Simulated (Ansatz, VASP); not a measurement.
**InGaAs2: VASP beside Ansatz**

```
In Ga As
1.0
     3.94562    0.00000    0.00000
     0.00000    3.94562    0.00000
     0.00000    0.00000    6.21842
In Ga As
1 1 2
Direct
  0.00000 0.00000 0.50000
  0.50000 0.50000 0.00000
  0.50000 0.00000 0.76989
  0.00000 0.50000 0.23011
```

Change from the starting cell: strain -0.050 along x and y, +0.050 along z, atoms carried along.

Alike in both runs: task single point; functional r2SCAN; k mesh 8 × 8 × 6; occupations gaussian, width 0.03 eV; no spin polarisation.

|  | VASP | Ansatz |
| --- | --- | --- |
| version | VASP 6.6.1 | Ansatz 0.2.0 |
| potentials or method | VASP PAW PBE potentials, release 64 (In_d, Ga_d, As), cutoff 520 eV | scalar-relativistic, plane waves, PAW |
| valence electrons in the cell | 36 | 56 |

```tsv
	VASP	Ansatz	Ansatz less VASP
gap on the k mesh at the Fermi level (eV)	0.36	0.37	+0.009
least direct gap on the mesh (eV)	0.36	0.37	+0.009
pressure (GPa)	3.6	3.6	-0.06
traceless stress, the component that is largest in VASP (GPa)	-4.02	-4.04	-0.016
rms of the force components (eV/Å)	0.010	0.013	+0.0028
```

VASP's potentials were made for PBE, not for r2SCAN. Atom by atom the forces differ by 0.003 eV/Å (rms over components). The functional is the same, so the differences come from potentials, cutoffs and numerics. VASP's potentials hold 36 valence electrons a cell and Ansatz's 56, so a difference there can come from the potentials and not from the codes.
